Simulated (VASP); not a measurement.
A run of VASP 6.6.1 is set up as follows.

Contents of INCAR:

```
ALGO = Normal
EDIFF = 1E-6
ENCUT = 520
ISIF = 2
ISMEAR = 0
LASPH = T
LCHARG = T
LELF = T
LREAL = F
LVHAR = T
LWAVE = F
NBANDS = 26
NELM = 60
PREC = Accurate
SIGMA = 0.05
```

Contents of KPOINTS:

```
k-points
0
Gamma
  8 8 6
```

The input POSCAR:

```
ZnSe
1.0
    3.9198109590      0.0000000000      0.0000000000
    0.0000000000      3.9198109590      0.0000000000
    0.0000000000      0.0000000000      5.1733436024
Zn Se
2 2
Direct
    0.0000000000      0.0000000000      0.0000000000
    0.5000000000      0.5000000000      0.0000000000
    0.0000000000      0.5000000000      0.2419974579
    0.5000000000      0.0000000000      0.7580025421
```

Potentials or basis: VASP PAW LDA potentials, release 64 (Zn, Se).

Command:

```console
$ cat potpaw_LDA.64/Zn/POTCAR potpaw_LDA.64/Se/POTCAR > POTCAR
$ mpirun -np 1 vasp_std > vasp.out
```

Predict the largest force.

3.180 eV/Å.

Estimate the band gap on the k mesh.

0.95 eV.

What does it give for the pressure?

15.7 GPa.

Forces on the atoms (eV/Å):
```
Zn   0.000  0.000  0.000
Zn   0.000  0.000  0.000
Se   0.000  0.000  3.180
Se   0.000  0.000 -3.180
```

Caveat: the cell differs from its parent crystal (atoms shifted along a free coordinate); the cell stands under pressure; forces of over 1 eV/Å act on the atoms, so gaps and moduli don't describe the material at rest. A k mesh can miss the band edges.
